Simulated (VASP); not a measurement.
A run of VASP 6.6.1 is set up as follows.

The input INCAR:

```
SYSTEM = Ga3Se
  PREC = Accurate
  ENCUT = 520
  EDIFF = 1E-7
  ISMEAR = 1
  SIGMA = 0.1
  LREAL = .FALSE.
  LASPH = .TRUE.
  NELM = 100
  ALGO = Normal
  ISIF = 2
  LWAVE = .FALSE.
  LCHARG = .TRUE.
  GGA = PS
  LELF = .TRUE.
  LVHAR = .TRUE.
  NBANDS = 30
```

The input KPOINTS:

```
regular mesh
0
G
  5 5 5
  0 0 0
```

Contents of POSCAR:

```
Ga3Se
1.0
    4.4324650000      0.0000000000      0.0000000000
    0.0000000000      4.4324650000      0.0000000000
    0.0000000000      0.0000000000      4.4324650000
Ga Se
3 1
Direct
    0.0000000000      0.5000000000      0.5000000000
    0.5000000000      0.0000000000      0.5000000000
    0.5000000000      0.5000000000      0.0000000000
    0.0000000000      0.0000000000      0.0000000000
```

Potentials or basis: VASP PAW PBE potentials, release 64 (Ga_d, Se).

Run with:

```bash
$ cat potpaw_PBE.64/Ga_d/POTCAR potpaw_PBE.64/Se/POTCAR > POTCAR
$ mpirun -np 1 vasp_std > vasp.out
```

(1) What does it give for the pressure?

## Answers

(1) -3.3 GPa.

Caveat: the PAW data sets were made with another functional, which shifts forces and pressure a little.
